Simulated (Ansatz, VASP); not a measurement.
## Two plane-wave programs on V

```
V
1.0
     0.00000    2.65267    2.65267
     2.65267    0.00000    2.65267
     2.65267    2.65267    0.00000
V
2
Direct
  0.12500 0.12500 0.12500
  0.87500 0.87500 0.87500
```

Alike in both runs: task relaxation of cell and atoms; functional PBE; k mesh 10 × 10 × 10; occupations fermi-dirac, width 0.05 eV; collinear spin.

|  | VASP | Ansatz |
| --- | --- | --- |
| version | VASP 6.6.1 | Ansatz 0.2.0 |
| potentials or method | VASP PAW PBE potentials, release 64 (V_sv), cutoff 600 eV | plane waves (420 eV) with PAW, scalar-relativistic |
| valence electrons in the cell | 26 | 26 |

```tsv
	VASP	Ansatz	Ansatz less VASP
net moment per atom (μB)	1.91	1.90	-0.006
size of the moment on the site where the two differ most (μB)	1.73	1.46	-0.265
relaxed volume (Å³/atom)	20.55	20.44	-0.107
relaxed length of the cell vector where the two differ most in proportion (Å)	3.873	3.867	-0.0067
```

Site moments also hang on the region over which each program counts them.
